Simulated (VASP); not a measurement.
A run of VASP 6.6.1 is set up as follows.

Contents of INCAR:

```
ALGO     = Normal         # electronic algorithm
EDIFF    = 1E-7           # SCF threshold, eV
ENCUT    = 520            # plane-wave cutoff, eV
GGA      = PE             # functional
ISIF     = 2              # what is computed and relaxed
ISMEAR   = 0              # smearing method
LASPH    = T              # aspherical terms in the spheres
LCHARG   = F              # write CHGCAR
LREAL    = F              # projectors in reciprocal space
LWAVE    = F              # write WAVECAR
NBANDS   = 29             # bands
NELM     = 60             # most SCF steps
PREC     = Accurate       # precision mode
SIGMA    = 0.05           # smearing width, eV
```

KPOINTS

```
k-points
0
Gamma
  6 6 6
```

The input POSCAR:

```
KZnF3
1.0
    4.1275291579      0.0000000000      0.0000000000
    0.0000000000      4.1275291579      0.0000000000
    0.0000000000      0.0000000000      4.1275291579
K Zn F
1 1 3
Direct
    0.0000000000      0.0000000000      0.0000000000
    0.5000000000      0.5000000000      0.5000000000
    0.5000000000      0.5000000000      0.0000000000
    0.0000000000      0.5000000000      0.5000000000
    0.5000000000      0.0000000000      0.5000000000
```

Potentials or basis: VASP PAW PBE potentials, release 64 (K_sv, Zn, F).

The run is started by

```sh
$ cat potpaw_PBE.64/K_sv/POTCAR potpaw_PBE.64/Zn/POTCAR potpaw_PBE.64/F/POTCAR > POTCAR
$ mpirun -np 1 vasp_std > vasp.out
```

Estimate the pressure.

0.3 GPa.

Estimate the band gap on the k mesh.

3.65 eV, indirect (least direct gap 5.19 eV).

A k mesh can miss the band edges.
